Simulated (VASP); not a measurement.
Here is a VASP 6.6.1 calculation.

Contents of INCAR:

```
SYSTEM = Hf
ALGO = Normal ; EDIFF = 1E-6
EDIFFG = -0.02 ; ENCUT = 600
GGA = CA ; IBRION = 2
ISIF = 3 ; ISMEAR = -1
LASPH = .TRUE. ; LCHARG = .FALSE.
LREAL = .FALSE. ; LWAVE = .FALSE.
NELM = 60 ; NSW = 80
PREC = Accurate ; PSTRESS = 300.0
SIGMA = 0.05
```

The input KPOINTS:

```
k-points
0
G
  10 10 10
  0 0 0
```

File POSCAR:

```
Hf
1.0
   -1.8050000000      1.8050000000      1.8050000000
    1.8050000000     -1.8050000000      1.8050000000
    1.8050000000      1.8050000000     -1.8050000000
Hf
1
Direct
    0.0000000000      0.0000000000      0.0000000000
```

Potentials or basis: VASP PAW LDA potentials, release 64 (Hf_pv).

Run with:

```sh
$ cat potpaw_LDA.64/Hf_pv/POTCAR > POTCAR
$ mpirun -np 1 vasp_std > vasp.out
```

Question: Estimate the relaxed volume.

Answer: 16.77 Å³/atom.

Question: Estimate the band gap on the k mesh.

Answer: Zero (band 5 reaches 8.23 eV, above the bottom of band 6 at 5.92 eV).

Final structure:
```xyz
1
Lattice="-1.6123 1.6123 1.6123 1.6123 -1.6123 1.6123 1.6123 1.6123 -1.6123" Properties=species:S:1:pos:R:3 pbc="T T T"
Hf    0.0000    0.0000    0.0000
```

Caveat: the cell is relaxed towards a set pressure, so the enthalpy falls and the energy may rise; the volume moved by over 15 % at a fixed basis, so the end points are rough; spin-orbit coupling is left out, which moves the levels of the heavy elements. LDA usually gives volumes a few per cent too small.
